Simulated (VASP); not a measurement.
A run of VASP 6.6.1 is set up as follows.

INCAR

```
SYSTEM = Zn
PREC = Accurate
ENCUT = 600
EDIFF = 1E-6
ISMEAR = 1
SIGMA = 0.05
LREAL = .FALSE.
LASPH = .TRUE.
NELM = 100
ALGO = Normal
ISIF = 3
LWAVE = .FALSE.
LCHARG = .FALSE.
GGA = PE
IBRION = 2
NSW = 80
EDIFFG = -0.01
```

File KPOINTS:

```
regular mesh
0
G
  9 9 9
  0 0 0
```

POSCAR

```
Zn
1.0
    2.5600000000      0.0000000000      0.0000000000
    0.0000000000      2.5600000000      0.0000000000
    0.0000000000      0.0000000000      2.5600000000
Zn
1
Direct
    0.0000000000      0.0000000000      0.0000000000
```

Potentials or basis: VASP PAW PBE potentials, release 64 (Zn).

Launch:

```sh
$ cat potpaw_PBE.64/Zn/POTCAR > POTCAR
$ mpirun -np 1 vasp_std > vasp.out
```

Problem. What does it give for the relaxed cell?

Solution. a = 2.628 Å, b = 2.628 Å, c = 2.628 Å, α = 90.00°, β = 90.00°, γ = 90.00°.

Problem. What does it give for the relaxed volume?

Solution. 18.15 Å³/atom.

The path:
```
step  energy change (eV)  largest force (eV/Å)  pressure (GPa)  volume (Å³)
   1              0.0000                0.0000            4.83        16.78
   2             -0.0190                0.0000            0.31        18.04
   3             -0.0192                0.0000            0.04        18.15
```
